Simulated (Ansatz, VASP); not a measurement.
SnTe in VASP and in Ansatz

```xyz
2
Lattice="0.0000 3.1565 3.1249 3.1565 0.0000 3.1249 3.1565 3.1565 0.0000" Properties=species:S:1:pos:R:3 pbc="T T T"
Sn    0.0000    0.0000    0.0000
Te    3.1565    3.1565    3.1249
```

Change from the starting cell: zz strain of -1 %, crystal datasets.

Alike in both runs: task electric field gradients; functional PBE; k mesh 11 × 11 × 11; occupations fermi-dirac, width 0.08 eV; no spin polarisation.

```csv
,VASP,Ansatz
version,VASP 6.6.1,Ansatz 0.2.0
potentials or method,"VASP PAW PBE potentials, release 64 (Sn_d, Te), cutoff 520 eV","all-electron PAW with datasets made for the crystal, scalar-relativistic"
```

VASP gave:

| Property | Result |
| --- | --- |
| pressure (GPa) | 2.5 |
| traceless stress, the component that is largest in VASP (GPa) | 0.95 |
| size of Vzz on the site where it differs most (V/Å²) | 15.1 |

Question: Estimate Ansatz's values.

Answer: Pressure (GPa): 2.6; traceless stress, the component that is largest in VASP (GPa): 0.95; size of Vzz on the site where it differs most (V/Å²): 15.5.

Ansatz ran all-electron here, and VASP with PAW potentials.

Neither program's run includes spin-orbit coupling.
